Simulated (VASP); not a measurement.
Here is a VASP 6.6.1 calculation.

The input POSCAR:

```
TiSi2
1.0
   -1.4728720000      1.7121300000      4.2120830000
    1.4728720000     -1.7121300000      4.2120830000
    1.4728720000      1.7121300000     -4.2120830000
Ti Si
1 2
Direct
    0.0000000000      0.0000000000      0.0000000000
    0.6700780000      0.6700780000      0.0000000000
    0.3299220000      0.3299220000      0.0000000000
```

INCAR.step1

```
  PREC = Accurate
  ENCUT = 520
  EDIFF = 1E-5
  ISMEAR = -1
  SIGMA = 0.05
  LREAL = False
  LASPH = True
  NELM = 80
  ALGO = Normal
  ISIF = 2
  LWAVE = True
  LCHARG = False
  NBANDS = 17
  GGA = PE
  LUSENCCL = False
```

The input INCAR.step2:

```
  PREC = Accurate
  ENCUT = 520
  EDIFF = 1E-7
  ISMEAR = -1
  SIGMA = 0.05
  LREAL = False
  LASPH = True
  NELM = 80
  ALGO = Normal
  ISIF = 2
  LWAVE = False
  LCHARG = False
  GGA = PE
  LHFCALC = True
  AEXX = 0.25
  HFSCREEN = 0.1
  PRECFOCK = Normal
  NBANDS = 17
  ISTART = 1
  LUSENCCL = False
```

Contents of KPOINTS:

```
regular mesh
0
Gamma
  6 6 6
```

Potentials or basis: VASP PAW PBE potentials, release 64 (Ti_sv, Si).

Launch:

```sh
$ cat potpaw_PBE.64/Ti_sv/POTCAR potpaw_PBE.64/Si/POTCAR > POTCAR
$ cp INCAR.step1 INCAR
$ mpirun -np 1 vasp_std > vasp.out
$ cp INCAR.step2 INCAR
$ mpirun -np 1 vasp_std > vasp.out
```

Estimate the band gap on the k mesh.

zero (bands 10 and 11 overlap by 3.40 eV).

Predict the largest force.

0.180 eV/Å.

Estimate the pressure.

-3.7 GPa.

Stress tensor (GPa, compression positive):
```
-2.45  0.00  0.00
 0.00 -3.59  0.00
 0.00  0.00 -5.10
```

Caveat: the k points lie up to 0.38 Å⁻¹ apart, too coarse for converged energies and pressures of a metal; the PAW data sets were made with another functional, which shifts forces and pressure a little.
